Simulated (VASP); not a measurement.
# MgB2 (P6/mmm) in VASP: further runs

MgB2 is run at these levels: r2SCAN; tasks: single point.

All numbers are computed with VASP 6.6.1; they aren't measurements. Logs are shortened: lines on timing, memory, paths and dates and some standing lists are left out, and cuts for length are marked.

**1. The cell of the first run**

The structure is hexagonal, space group P6/mmm (No. 191). The conventional cell has a = 3.126 Å, b = 3.126 Å, c = 3.569 Å, α = 90.00°, β = 90.00°, γ = 120.00°. Within 3.3 Å of Mg (site symmetry 6/mmm) lie 12 B at 2.54 Å and 6 Mg at 3.13 Å. B (site symmetry -6m2) has 3 B at 1.80 Å within 2.4 Å.

**2. Single point, r2SCAN**

Input file POSCAR:

```
MgB2
1.0
    3.1255967608      0.0000000000      0.0000000000
   -1.5627983804      2.7068461969      0.0000000000
    0.0000000000      0.0000000000      3.5693605797
Mg B
1 2
Direct
    0.0000000000      0.0000000000      0.0000000000
    0.6666666667      0.3333333333      0.5000000000
    0.3333333333      0.6666666667      0.5000000000
```

Input file INCAR.step1:

```
  PREC = Accurate
  ENCUT = 660
  ISMEAR = -1
  SIGMA = 0.05
  LREAL = F
  LASPH = T
  NELM = 120
  NBANDS = 15
  GGA = PE
  ALGO = Normal
  EDIFF = 1E-5
  LWAVE = T
  LCHARG = F
  GGA_COMPAT = F
```

Input file INCAR.step2:

```
  PREC = Accurate
  ENCUT = 660
  EDIFF = 1E-6
  ISMEAR = -1
  SIGMA = 0.05
  LREAL = F
  LASPH = T
  NELM = 120
  ALGO = Normal
  ISIF = 2
  LWAVE = F
  LCHARG = F
  METAGGA = R2SCAN
  LMIXTAU = T
  NBANDS = 15
  ISTART = 1
  GGA_COMPAT = F
```

Input file KPOINTS:

```
regular mesh
0
Gamma
  10 10 8
```

Potentials or basis: VASP PAW PBE potentials, release 64 (Mg_sv, B).

The run is started by

```
$ cat potpaw_PBE.64/Mg_sv/POTCAR potpaw_PBE.64/B/POTCAR > POTCAR
$ cp INCAR.step1 INCAR
$ mpirun -np 1 vasp_std > vasp.out
$ cp INCAR.step2 INCAR
$ mpirun -np 1 vasp_std > vasp.out
```

OUTCAR:

```text
PREC = Accurate
   ENCUT = 660
   EDIFF = 1E-6
   ISMEAR = -1
   LREAL = F
   LASPH = T
   NELM = 120
   ISIF = 2
   METAGGA = R2SCAN
   ISTART = 1

 ion  position               nearest neighbor table
   1  0.000  0.000  0.000-
   2  0.667  0.333  0.500-   3 1.80   3 1.80   3 1.80
   3  0.333  0.667  0.500-   2 1.80   2 1.80   2 1.80

  LATTYP: Found a hexagonal cell.
 ALAT       =     3.1255967608
 C/A-ratio  =     1.1419773096

  Lattice vectors:

 A1 = (   3.1255967608,   0.0000000000,   0.0000000000)
 A2 = (  -1.5627983804,   2.7068461969,   0.0000000000)
 A3 = (   0.0000000000,   0.0000000000,   3.5693605797)

Analysis of symmetry for initial positions (statically):
=====================================================================
 Subroutine PRICEL returns:
 Original cell was already a primitive cell.

 Routine SETGRP: Setting up the symmetry group for a
 hexagonal supercell.

 Subroutine GETGRP returns: Found 24 space group operations
 (whereof 24 operations were pure point group operations)
 out of a pool of 24 trial point group operations.

The static configuration has the point symmetry D_6h.

Analysis of symmetry for dynamics (positions and initial velocities):
=====================================================================
 Subroutine PRICEL returns:
 Original cell was already a primitive cell.

 Routine SETGRP: Setting up the symmetry group for a
 hexagonal supercell.

 Subroutine GETGRP returns: Found 24 space group operations
 (whereof 24 operations were pure point group operations)
 out of a pool of 24 trial point group operations.

The dynamic configuration has the point symmetry D_6h.

 Subroutine INISYM returns: Found 24 space group operations
 (whereof 24 operations are pure point group operations),
 and found     1 'primitive' translations

----------------------------------------------------------------------------------------

                                     Primitive cell

  volume of cell :      30.1986

  direct lattice vectors                    reciprocal lattice vectors
     3.125596761  0.000000000  0.000000000     0.319938903  0.184716812  0.000000000
    -1.562798380  2.706846197  0.000000000     0.000000000  0.369433624  0.000000000
     0.000000000  0.000000000  3.569360580     0.000000000  0.000000000  0.280162224

  length of vectors
     3.125596761  3.125596761  3.569360580     0.369433624  0.369433624  0.280162224

  position of ions in fractional coordinates (direct lattice)
     0.000000000  0.000000000  0.000000000
     0.666666667  0.333333333  0.500000000
     0.333333333  0.666666667  0.500000000

  ion indices of the primitive-cell ions
   primitive index   ion index
                 1           1
                 2           2
                 3           3

----------------------------------------------------------------------------------------

 KPOINTS: regular mesh

Automatic generation of k-mesh.
 Grid dimensions read from file:
 generate k-points for:   10   10    8

 Generating k-lattice:

  Cartesian coordinates                     Fractional coordinates (reciprocal lattice)
     0.031993890  0.018471681  0.000000000     0.100000000 -0.000000000  0.000000000
     0.000000000  0.036943362  0.000000000     0.000000000  0.100000000  0.000000000
     0.000000000  0.000000000  0.035020278     0.000000000  0.000000000  0.125000000

  Length of vectors
     0.036943362  0.036943362  0.035020278

  Shift w.r.t. Gamma in fractional coordinates (k-lattice)
     0.000000000  0.000000000  0.000000000

 Subroutine IBZKPT returns following result:
 ===========================================

 Found     70 irreducible k-points:

 Following reciprocal coordinates:
            Coordinates               Weight
  0.000000  0.000000  0.000000      1.000000
  0.100000  0.000000  0.000000      6.000000
  0.200000  0.000000  0.000000      6.000000
  0.300000  0.000000  0.000000      6.000000
  0.400000  0.000000  0.000000      6.000000
  0.500000 -0.000000  0.000000      3.000000
[... 16 lines left out ...]
  0.300000  0.100000  0.125000     24.000000
  0.400000  0.100000  0.125000     24.000000
 [... further k-points ...]
   k-points           NKPTS =     70   k-points in BZ     NKDIM =     70   number of bands    NBANDS=     15
   number of dos      NEDOS =    301   number of ions     NIONS =      3
   total plane-waves  NPLWV =  23520
   dimension x,y,z NGX =    28 NGY =   28 NGZ =   30
   dimension x,y,z NGXF=    56 NGYF=   56 NGZF=   60
   ions per type =               1   2
   NGX,Y,Z   is equivalent  to a cutoff of  14.89, 14.89, 13.97 a.u.
   NGXF,Y,Z  is equivalent  to a cutoff of  29.79, 29.79, 27.95 a.u.
 SYSTEM =  unknown system
   PREC   = accura    normal or accurate (medium, high low for compatibility)
   ISTART =      1    job   : 0-new  1-cont  2-samecut
   ICHARG =      0    charge: 1-file 2-atom 10-const
   ISPIN  =      1    spin polarized calculation?
   LNONCOLLINEAR =      F non collinear calculations
   LSORBIT =      F    spin-orbit coupling
   LASPH  =      T    aspherical Exc in radial PAW
   ENCUT  =  660.0 eV  48.51 Ry    6.96 a.u.   6.55  6.55  7.48*2*pi/ulx,y,z
   NELM   =    120;   NELMIN=  2; NELMDL=  0     # of ELM steps
   EDIFF  = 0.1E-05   stopping-criterion for ELM
   LREAL  =      F    real-space projection
   EDIFFG = 0.1E-04   stopping-criterion for IOM
   NSW    =      0    number of steps for IOM
   IBRION =     -1    ionic relax: 0-MD 1-quasi-New 2-CG
   NFREE  =      0    steps in history (QN), initial steepest desc. (CG)
   ISIF   =      2    stress and relaxation
   ISYM   =      2    0-nonsym 1-usesym 2-fastsym
   POTIM  = 0.5000    time-step for ionic-motion
   TEBEG  =    0.0;   TEEND  =   0.0 temperature during run
   PSTRESS=    0.0 pullay stress
   NELECT =      16.0000    total number of electrons
   NUPDOWN=      -1.0000    fix difference up-down
   EMIN   =  10.00;   EMAX   =-10.00  energy-range for DOS
   EFERMI =   0.00;   METHOD = LEGACY
   ISMEAR =    -1;   SIGMA  =   0.05  broadening in eV -4-tet -1-fermi 0-gaus
   EFERMI_NEDOS =   21; number of points for ismear=-14 and -15
   IALGO  =     38    algorithm
   IMIX   =      4    mixing-type and parameters
     AMIX     =   0.40;   BMIX     =  1.00
     AMIX_MAG =   1.60;   BMIX_MAG =  1.00
  volume/ion in A,a.u.               =      10.07        67.93
  Fermi-wavevector in a.u.,A,eV,Ry     =   1.324705  2.503329 23.876093  1.754843
  Thomas-Fermi vector in A             =   2.454220
   LORBIT       =      0    0 simple, 1 ext, 2 COOP (PROOUT), +10 PAW based schemes
   METAGGA = R2SCAN    functional components
   LHFCALC =     F    Hartree Fock is set to
   AEXX    =    0.0000 exact exchange contribution
   IVDW    =     0    specifies the selected vdW correction
   LEPSILON=     F    determine dielectric tensor
   LRPA    =     F    only Hartree local field effects (RPA)
 non-spin polarized calculation
  energy-cutoff  :      660.00
  volume of cell :       30.20
 maximum number of plane-waves:      1191
 NGX is ok and might be reduce to    28
   NGX = 13   NGY = 13   NGZ = 15

 number of electron      16.0000018 magnetization

 Free energy of the ion-electron system (eV)
  ---------------------------------------------------
  ext. energy  EPLUGINS =         0.00000000
  ---------------------------------------------------
  free energy    TOTEN  =       -19.40127131 eV

  energy without entropy =      -19.39554087  energy(sigma->0) =      -19.39840609

 E-fermi :   4.8921     XC(G=0): -11.6373

 val. band max:        4.8719642088   @ k =   0.4000   0.0000   0.5000
 cond. band min:       4.9062704122   @ k =   0.3000   0.2000   0.0000
 fundamental gap:      0.0343062034
 Fermi energy:         4.8920765860

 k-point     1 :       0.0000    0.0000    0.0000
  band No.  band energies     occupation
      1     -73.5391      2.00000
      2     -38.6554      2.00000
      3     -38.6554      2.00000
      4     -38.6350      2.00000
      5      -8.1140      2.00000
      6       1.8145      2.00000
      7       5.2106      0.00342
      8       5.2106      0.00342
      9       6.7377      0.00000
     10      11.3085      0.00000
     11      11.3085      0.00000
     12      12.8799      0.00000
     13      15.2936      0.00000
     14      18.2812      0.00000
     15      21.7476      0.00000

 k-point     2 :       0.1000    0.0000    0.0000
  band No.  band energies     occupation
      1     -73.5388      2.00000
      2     -38.6586      2.00000
      3     -38.6562      2.00000
      4     -38.6347      2.00000
      5      -7.9349      2.00000
      6       1.9895      2.00000
      7       4.2966      1.99999
      8       4.8012      1.72073
      9       6.8974      0.00000
     10      11.1792      0.00000
     11      12.0816      0.00000
     12      13.3708      0.00000
     13      14.6317      0.00000
     14      19.1227      0.00000
     15      20.8668      0.00000

 k-point     3 :       0.2000    0.0000    0.0000
  band No.  band energies     occupation
      1     -73.5382      2.00000
      2     -38.6671      2.00000
      3     -38.6583      2.00000
      4     -38.6336      2.00000
      5      -7.4008      2.00000
      6       2.3441      2.00000
      7       2.5088      2.00000
      8       3.9869      2.00000
      9       7.3786      0.00000
     10      10.6262      0.00000
     11      12.9705      0.00000
     12      13.9633      0.00000
     13      14.3544      0.00000
     14      19.6180      0.00000
     15      20.0834      0.00000
[... 343 lines left out ...]
 k-point    23 :       0.3000    0.1000    0.1250
  band No.  band energies     occupation
      1     -73.5369      2.00000
      2     -38.6814      2.00000
      3     -38.6635      2.00000
      4     -38.6319      2.00000
      5      -5.7156      2.00000
      6      -0.6818      2.00000
      7       2.2603      2.00000
      8       3.0986      2.00000
      9       8.7423      0.00000
     10       9.9822      0.00000
     11      11.1100      0.00000
     12      14.4304      0.00000
     13      15.8665      0.00000
     14      17.2121      0.00000
     15      19.7348      0.00000

 k-point    24 :       0.4000    0.1000    0.1250
  band No.  band energies     occupation
      1     -73.5364      2.00000
      2     -38.6868      2.00000
      3     -38.6652      2.00000
      4     -38.6311      2.00000
      5      -4.4220      2.00000
      6      -2.5128      2.00000
      7       1.9140      2.00000
      8       4.1697      2.00000
      9       7.1942      0.00000
     10      10.2277      0.00000
     11      11.4890      0.00000
     12      13.6048      0.00000
     13      15.4409      0.00000
     14      18.8624      0.00000
     15      19.6807      0.00000

 [... further k-points ...]
[... 5 lines left out ...]
  --------------------------------------------------------------------------------------
  -------------------------------------------------------------------------------------
  Total       -1.6476888     -1.6476888     -1.1771498     -0.0000000      0.0000000      0.0000000
  in kB      -87.4175876    -87.4175876    -62.4532968     -0.0000000      0.0000000      0.0000000
  external PRESSURE =     -79.0961573 kB  Pullay stress =       0.0000000 kB

 VOLUME and BASIS-vectors are now :
 -----------------------------------------------------------------------------
  energy-cutoff  :      660.00
  volume of cell :       30.20
      direct lattice vectors                 reciprocal lattice vectors
     3.125596761  0.000000000  0.000000000     0.319938903  0.184716812  0.000000000
    -1.562798380  2.706846197  0.000000000     0.000000000  0.369433624  0.000000000
     0.000000000  0.000000000  3.569360580     0.000000000  0.000000000  0.280162224

 POSITION                                       TOTAL-FORCE (eV/Angst)
 -----------------------------------------------------------------------------------
      0.00000      0.00000      0.00000        -0.000000      0.000000     -0.000000
      1.56280      0.90228      1.78468         0.000000     -0.000000      0.000000
     -0.00000      1.80456      1.78468        -0.000000      0.000000     -0.000000
 -----------------------------------------------------------------------------------
    total drift:                               -0.000000      0.000000      0.000000

  FREE ENERGIE OF THE ION-ELECTRON SYSTEM (eV)
  ---------------------------------------------------
  free  energy   TOTEN  =       -19.4012713118 eV

  energy  without entropy=      -19.3955408723  energy(sigma->0) =      -19.39840609
```

It took 2.3 min on 1 thread of Intel Xeon Platinum 8259CL at 2.50GHz (Skylake/Cascade Lake), shared host; peak memory 0.19 GiB.

Results:

```
Free energy            : -19.4013 eV
Pressure               : -7.9 GPa
Band gap on the k mesh : zero (band 8 reaches 6.01 eV, above the bottom of band 9 at 3.53 eV)
```

Stress tensor (GPa, compression positive):
```
-8.74  0.00  0.00
 0.00 -8.74  0.00
 0.00  0.00 -6.25
```

Caveat: the PAW data sets were made with another functional, which shifts forces and pressure a little.

**3. Single point, r2SCAN**

This run uses another cell than the first one, of 9.49 Å³/atom, 0.942 times its volume.

Input file POSCAR:

```
MgB2
1.0
    3.0642946782      0.0000000000      0.0000000000
   -1.5321473391      2.6537570360      0.0000000000
    0.0000000000      0.0000000000      3.4993549923
Mg B
1 2
Direct
    0.0000000000      0.0000000000      0.0000000000
    0.6666666667      0.3333333333      0.5000000000
    0.3333333333      0.6666666667      0.5000000000
```

Input file INCAR.step1:

```
SYSTEM = MgB2
PREC = Accurate ; ENCUT = 660
ISMEAR = -1 ; SIGMA = 0.05
LREAL = .False. ; LASPH = .True.
NELM = 120 ; NBANDS = 15
GGA = PE ; ALGO = Normal
EDIFF = 1E-5 ; LWAVE = .True.
LCHARG = .False. ; GGA_COMPAT = .False.
```

Input file INCAR.step2:

```
SYSTEM = MgB2
PREC = Accurate ; ENCUT = 660
EDIFF = 1E-6 ; ISMEAR = -1
SIGMA = 0.05 ; LREAL = .False.
LASPH = .True. ; NELM = 120
ALGO = Normal ; ISIF = 2
LWAVE = .False. ; LCHARG = .False.
METAGGA = R2SCAN ; LMIXTAU = .True.
NBANDS = 15 ; ISTART = 1
GGA_COMPAT = .False.
```

Input file KPOINTS:

```
Automatic mesh
0
Gamma
  10 10 8
  0 0 0
```

Potentials or basis: VASP PAW PBE potentials, release 64 (Mg_sv, B).

The run is started by

```
$ cat potpaw_PBE.64/Mg_sv/POTCAR potpaw_PBE.64/B/POTCAR > POTCAR
$ cp INCAR.step1 INCAR
$ mpirun -np 1 vasp_std > vasp.out
$ cp INCAR.step2 INCAR
$ mpirun -np 1 vasp_std > vasp.out
```

Wall time 95 s (1 thread of Intel Xeon Platinum 8559C (Emerald Rapids), shared host); peak memory 0.18 GiB.

The run converged. Its results:

```yaml
Free_energy: -19.4350 eV
Pressure: 1.0 GPa
Band_gap_on_the_k_mesh: zero (band 8 reaches 6.43 eV, above the bottom of band 9 at 3.86 eV)
```

Stress tensor (GPa, compression positive):
```
1.25 0.00 0.00
0.00 1.25 0.00
0.00 0.00 0.47
```

Levels at points of the mesh, in eV from the Fermi level:
```tsv
k point	band 5	band 6	band 7	band 8	band 9	band 10	band 11	band 12
(0.00, 0.00, 0.00)	-13.38	-3.21	0.36	0.36	2.00	6.67	6.67	8.65
(0.50, 0.00, 0.00)	-9.27	-8.40	-2.38	0.15	3.30	4.13	5.84	8.09
(0.00, 0.00, 0.50)	-12.06	-7.87	0.77	0.77	6.98	6.98	8.65	10.63
(0.50, 0.00, 0.50)	-8.27	-7.47	-3.83	-2.08	-1.27	6.13	9.63	9.89
```

Caveat: the PAW data sets were made with another functional, which shifts forces and pressure a little.

[end of part 1 of 2]
